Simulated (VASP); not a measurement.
# Nb (Pm-3m) in VASP: notebook

Runs on Nb. Level: LDA. Tasks: single point.

Program: VASP 6.6.1. These are calculated values, not measurements. Logs are shortened: lines on timing, memory, paths and dates and some standing lists are left out, and cuts for length are marked.

### Step 1. The cell of the first run

The structure is cubic, space group Pm-3m (No. 221). The conventional cell has a = 2.637 Å, b = 2.637 Å, c = 2.637 Å, α = 90.00°, β = 90.00°, γ = 90.00°. Within 3.5 Å of Nb (site symmetry m-3m) lie 6 Nb at 2.64 Å.

### Step 2. Single point, LDA

INCAR

```
SYSTEM = Nb
ALGO     = Normal         ! electronic algorithm
EDIFF    = 1E-6           ! SCF threshold, eV
ENCUT    = 500            ! plane-wave cutoff, eV
GGA_COMPAT= .False.      
ISIF     = 2              ! what is computed and relaxed
ISMEAR   = -1             ! smearing method
LASPH    = .True.         ! aspherical terms in the spheres
LCHARG   = .False.        ! write CHGCAR
LREAL    = .False.        ! projectors in reciprocal space
LWAVE    = .False.        ! write WAVECAR
NBANDS   = 12             ! bands
NELM     = 120            ! most SCF steps
PREC     = Accurate       ! precision mode
SIGMA    = 0.1            ! smearing width, eV
```

KPOINTS

```
k-points
0
Gamma
  9 9 9
  0 0 0
```

POSCAR

```
Nb
1.0
    2.6374422801      0.0000000000      0.0000000000
    0.0000000000      2.6374422801      0.0000000000
    0.0000000000      0.0000000000      2.6374422801
Nb
1
Direct
    0.0000000000      0.0000000000      0.0000000000
```

Potentials or basis: VASP PAW LDA potentials, release 64 (Nb_sv).

On the command line:

```bash
> cat potpaw_LDA.64/Nb_sv/POTCAR > POTCAR
> mpirun -np 1 vasp_std > vasp.out
```

OUTCAR:

```text
SYSTEM = Nb
   EDIFF = 1E-6
   ENCUT = 500
   ISIF = 2
   ISMEAR = -1
   LASPH = .True.
   LREAL = .False.
   NELM = 120
   PREC = Accurate

 ion  position               nearest neighbor table
   1  0.000  0.000  0.000-

  LATTYP: Found a simple cubic cell.
 ALAT       =     2.6374422801

  Lattice vectors:

 A1 = (   2.6374422801,   0.0000000000,   0.0000000000)
 A2 = (   0.0000000000,   2.6374422801,   0.0000000000)
 A3 = (   0.0000000000,   0.0000000000,   2.6374422801)

Analysis of symmetry for initial positions (statically):
=====================================================================
 Subroutine PRICEL returns:
 Original cell was already a primitive cell.

 Routine SETGRP: Setting up the symmetry group for a
 simple cubic supercell.

 Subroutine GETGRP returns: Found 48 space group operations
 (whereof 48 operations were pure point group operations)
 out of a pool of 48 trial point group operations.

The static configuration has the point symmetry O_h .

Analysis of symmetry for dynamics (positions and initial velocities):
=====================================================================
 Subroutine PRICEL returns:
 Original cell was already a primitive cell.

 Routine SETGRP: Setting up the symmetry group for a
 simple cubic supercell.

 Subroutine GETGRP returns: Found 48 space group operations
 (whereof 48 operations were pure point group operations)
 out of a pool of 48 trial point group operations.

The dynamic configuration has the point symmetry O_h .

 Subroutine INISYM returns: Found 48 space group operations
 (whereof 48 operations are pure point group operations),
 and found     1 'primitive' translations

----------------------------------------------------------------------------------------

                                     Primitive cell

  volume of cell :      18.3463

  direct lattice vectors                    reciprocal lattice vectors
     2.637442280  0.000000000  0.000000000     0.379155217  0.000000000  0.000000000
     0.000000000  2.637442280  0.000000000     0.000000000  0.379155217  0.000000000
     0.000000000  0.000000000  2.637442280     0.000000000  0.000000000  0.379155217

  length of vectors
     2.637442280  2.637442280  2.637442280     0.379155217  0.379155217  0.379155217

  position of ions in fractional coordinates (direct lattice)
     0.000000000  0.000000000  0.000000000

  ion indices of the primitive-cell ions
   primitive index   ion index
                 1           1

----------------------------------------------------------------------------------------

 KPOINTS: k-points

Automatic generation of k-mesh.
 Grid dimensions read from file:
 generate k-points for:    9    9    9

 Generating k-lattice:

  Cartesian coordinates                     Fractional coordinates (reciprocal lattice)
     0.042128357  0.000000000  0.000000000     0.111111111  0.000000000  0.000000000
     0.000000000  0.042128357  0.000000000     0.000000000  0.111111111  0.000000000
     0.000000000  0.000000000  0.042128357     0.000000000  0.000000000  0.111111111

  Length of vectors
     0.042128357  0.042128357  0.042128357

  Shift w.r.t. Gamma in fractional coordinates (k-lattice)
     0.000000000  0.000000000  0.000000000

 Subroutine IBZKPT returns following result:
 ===========================================

 Found     35 irreducible k-points:

 Following reciprocal coordinates:
            Coordinates               Weight
  0.000000  0.000000  0.000000      1.000000
  0.111111  0.000000  0.000000      6.000000
  0.222222  0.000000  0.000000      6.000000
  0.333333  0.000000  0.000000      6.000000
  0.444444  0.000000  0.000000      6.000000
  0.111111  0.111111  0.000000     12.000000
[... 16 lines left out ...]
  0.333333  0.333333  0.111111     24.000000
  0.444444  0.333333  0.111111     48.000000
 [... further k-points ...]
   k-points           NKPTS =     35   k-points in BZ     NKDIM =     35   number of bands    NBANDS=     12
   number of dos      NEDOS =    301   number of ions     NIONS =      1
   total plane-waves  NPLWV =   8000
   dimension x,y,z NGX =    20 NGY =   20 NGZ =   20
   dimension x,y,z NGXF=    40 NGYF=   40 NGZF=   40
   ions per type =               1
   NGX,Y,Z   is equivalent  to a cutoff of  12.61, 12.61, 12.61 a.u.
   NGXF,Y,Z  is equivalent  to a cutoff of  25.21, 25.21, 25.21 a.u.
 SYSTEM =  Nb
   PREC   = accura    normal or accurate (medium, high low for compatibility)
   ISTART =      0    job   : 0-new  1-cont  2-samecut
   ICHARG =      2    charge: 1-file 2-atom 10-const
   ISPIN  =      1    spin polarized calculation?
   LNONCOLLINEAR =      F non collinear calculations
   LSORBIT =      F    spin-orbit coupling
   LASPH  =      T    aspherical Exc in radial PAW
   ENCUT  =  500.0 eV  36.75 Ry    6.06 a.u.   4.81  4.81  4.81*2*pi/ulx,y,z
   NELM   =    120;   NELMIN=  2; NELMDL= -5     # of ELM steps
   EDIFF  = 0.1E-05   stopping-criterion for ELM
   LREAL  =      F    real-space projection
   EDIFFG = 0.1E-04   stopping-criterion for IOM
   NSW    =      0    number of steps for IOM
   IBRION =     -1    ionic relax: 0-MD 1-quasi-New 2-CG
   NFREE  =      0    steps in history (QN), initial steepest desc. (CG)
   ISIF   =      2    stress and relaxation
   ISYM   =      2    0-nonsym 1-usesym 2-fastsym
   POTIM  = 0.5000    time-step for ionic-motion
   TEBEG  =    0.0;   TEEND  =   0.0 temperature during run
   PSTRESS=    0.0 pullay stress
   NELECT =      13.0000    total number of electrons
   NUPDOWN=      -1.0000    fix difference up-down
   EMIN   =  10.00;   EMAX   =-10.00  energy-range for DOS
   EFERMI =   0.00;   METHOD = LEGACY
   ISMEAR =    -1;   SIGMA  =   0.10  broadening in eV -4-tet -1-fermi 0-gaus
   EFERMI_NEDOS =   21; number of points for ismear=-14 and -15
   IALGO  =     38    algorithm
   IMIX   =      4    mixing-type and parameters
     AMIX     =   0.40;   BMIX     =  1.00
     AMIX_MAG =   1.60;   BMIX_MAG =  1.00
  volume/ion in A,a.u.               =      18.35       123.81
  Fermi-wavevector in a.u.,A,eV,Ry     =   1.459507  2.758069 28.982614  2.130162
  Thomas-Fermi vector in A             =   2.576066
   LORBIT       =      0    0 simple, 1 ext, 2 COOP (PROOUT), +10 PAW based schemes
   GGA     = CA    functional components
   LHFCALC =     F    Hartree Fock is set to
   AEXX    =    0.0000 exact exchange contribution
   IVDW    =     0    specifies the selected vdW correction
   LEPSILON=     F    determine dielectric tensor
   LRPA    =     F    only Hartree local field effects (RPA)
 non-spin polarized calculation
  energy-cutoff  :      500.00
  volume of cell :       18.35
 maximum number of plane-waves:       474
 NGX is ok and might be reduce to    20
   NGX =  9   NGY =  9   NGZ =  9

 number of electron      13.0000003 magnetization

 Free energy of the ion-electron system (eV)
  ---------------------------------------------------
  ext. energy  EPLUGINS =         0.00000000
  ---------------------------------------------------
  free energy    TOTEN  =       -10.25453426 eV

  energy without entropy =      -10.22348502  energy(sigma->0) =      -10.23900964

 E-fermi :  10.8820     XC(G=0): -12.5009

 val. band max:       10.7493610981   @ k =   0.4444   0.3333   0.2222
 cond. band min:      10.9250873643   @ k =   0.3333   0.3333   0.2222
 fundamental gap:      0.1757262662
 Fermi energy:        10.8820063811

 k-point     1 :       0.0000    0.0000    0.0000
  band No.  band energies     occupation
      1     -43.5278      2.00000
      2     -18.7416      2.00000
      3     -18.7416      2.00000
      4     -18.7416      2.00000
      5       5.0763      2.00000
      6       7.6748      2.00000
      7       7.6748      2.00000
      8      16.4894      0.00000
      9      16.4894      0.00000
     10      16.4894      0.00000
     11      26.2204      0.00000
     12      26.2204      0.00000

 k-point     2 :       0.1111    0.0000    0.0000
  band No.  band energies     occupation
      1     -43.4976      2.00000
      2     -18.9835      2.00000
      3     -18.7208      2.00000
      4     -18.7208      2.00000
      5       5.4499      2.00000
      6       7.7785      2.00000
      7       8.1416      2.00000
      8      15.8752      0.00000
      9      15.8752      0.00000
     10      16.5336      0.00000
     11      24.6665      0.00000
     12      27.0172      0.00000

 k-point     3 :       0.2222    0.0000    0.0000
  band No.  band energies     occupation
      1     -43.4201      2.00000
      2     -19.5676      2.00000
      3     -18.6680      2.00000
      4     -18.6680      2.00000
      5       6.3148      2.00000
      6       8.0546      2.00000
      7       9.4720      2.00000
      8      14.6198      0.00000
      9      14.6198      0.00000
     10      16.6476      0.00000
     11      22.2939      0.00000
     12      28.0294      0.00000
[... 286 lines left out ...]
 k-point    23 :       0.3333    0.3333    0.1111
  band No.  band energies     occupation
      1     -43.1098      2.00000
      2     -19.9824      2.00000
      3     -19.9425      2.00000
      4     -18.6985      2.00000
      5       7.7448      2.00000
      6       9.6828      1.99999
      7      12.4691      0.00000
      8      12.4916      0.00000
      9      14.2836      0.00000
     10      15.4300      0.00000
     11      22.7036      0.00000
     12      25.1759      0.00000

 k-point    24 :       0.4444    0.3333    0.1111
  band No.  band energies     occupation
      1     -43.0520      2.00000
      2     -20.3314      2.00000
      3     -19.9030      2.00000
      4     -18.6573      2.00000
      5       7.2361      2.00000
      6      10.0081      1.99968
      7      12.0300      0.00002
      8      12.6733      0.00000
      9      14.8936      0.00000
     10      17.3984      0.00000
     11      21.3923      0.00000
     12      25.6851      0.00000

 [... further k-points ...]
[... 5 lines left out ...]
  --------------------------------------------------------------------------------------
  -------------------------------------------------------------------------------------
  Total        0.3175471      0.3175471      0.3175471      0.0000000      0.0000000     -0.0000000
  in kB       27.7312740     27.7312740     27.7312740      0.0000000      0.0000000     -0.0000000
  external PRESSURE =      27.7312740 kB  Pullay stress =       0.0000000 kB

 VOLUME and BASIS-vectors are now :
 -----------------------------------------------------------------------------
  energy-cutoff  :      500.00
  volume of cell :       18.35
      direct lattice vectors                 reciprocal lattice vectors
     2.637442280  0.000000000  0.000000000     0.379155217  0.000000000  0.000000000
     0.000000000  2.637442280  0.000000000     0.000000000  0.379155217  0.000000000
     0.000000000  0.000000000  2.637442280     0.000000000  0.000000000  0.379155217

 POSITION                                       TOTAL-FORCE (eV/Angst)
 -----------------------------------------------------------------------------------
      0.00000      0.00000      0.00000         0.000000      0.000000      0.000000
 -----------------------------------------------------------------------------------
    total drift:                               -0.000000     -0.000000     -0.000000

  FREE ENERGIE OF THE ION-ELECTRON SYSTEM (eV)
  ---------------------------------------------------
  free  energy   TOTEN  =       -10.2545342638 eV

  energy  without entropy=      -10.2234850154  energy(sigma->0) =      -10.23900964
```

Run time: 9.6 s. Hardware: 1 thread of Intel Xeon 8259CL, shared host; peak memory 0.12 GiB.

Results:

* Free energy: -10.2545 eV
* Pressure: 2.8 GPa

Levels at points of the mesh, in eV from the Fermi level:
| k point | band 4 | band 5 | band 6 | band 7 | band 8 | band 9 | band 10 | band 11 |
| --- | --- | --- | --- | --- | --- | --- | --- | --- |
| (0.00, 0.00, 0.00) | -29.62 | -5.81 | -3.21 | -3.21 | 5.61 | 5.61 | 5.61 | 15.34 |

### Step 3. Single point, LDA

This run uses another cell than the first one, of 18.72 Å³/atom, 1.020 times its volume.

INCAR

```
SYSTEM = Nb
ALGO = Normal
EDIFF = 1E-6
ENCUT = 500
GGA_COMPAT = .False.
ISIF = 2
ISMEAR = -1
LASPH = .True.
LCHARG = .True.
LELF = .True.
LREAL = .False.
LVHAR = .True.
LWAVE = .False.
NBANDS = 12
NELM = 120
PREC = Accurate
SIGMA = 0.1
```

KPOINTS is that of step 2.

POSCAR

```
Nb
1.0
    2.6552633766      0.0000000000      0.0000000000
    0.0000000000      2.6552633766      0.0000000000
    0.0000000000      0.0000000000      2.6552633766
Nb
1
Direct
    0.0000000000      0.0000000000      0.0000000000
```

Potentials or basis: VASP PAW LDA potentials, release 64 (Nb_sv).

On the command line:

```bash
> cat potpaw_LDA.64/Nb_sv/POTCAR > POTCAR
> mpirun -np 1 vasp_std > vasp.out
```

Run time: 10 s. Hardware: 1 thread of Intel Xeon 8259CL, shared host; peak memory 0.12 GiB.

Results (log left out):

```
Free energy : -10.2583 eV
Pressure    : -0.1 GPa
```

Levels at points of the mesh, in eV from the Fermi level:
```
           k point  band 5  band 6  band 7  band 8  band 9  band 10
(0.00, 0.00, 0.00)   -5.76   -3.12   -3.12    5.48    5.48     5.48
```
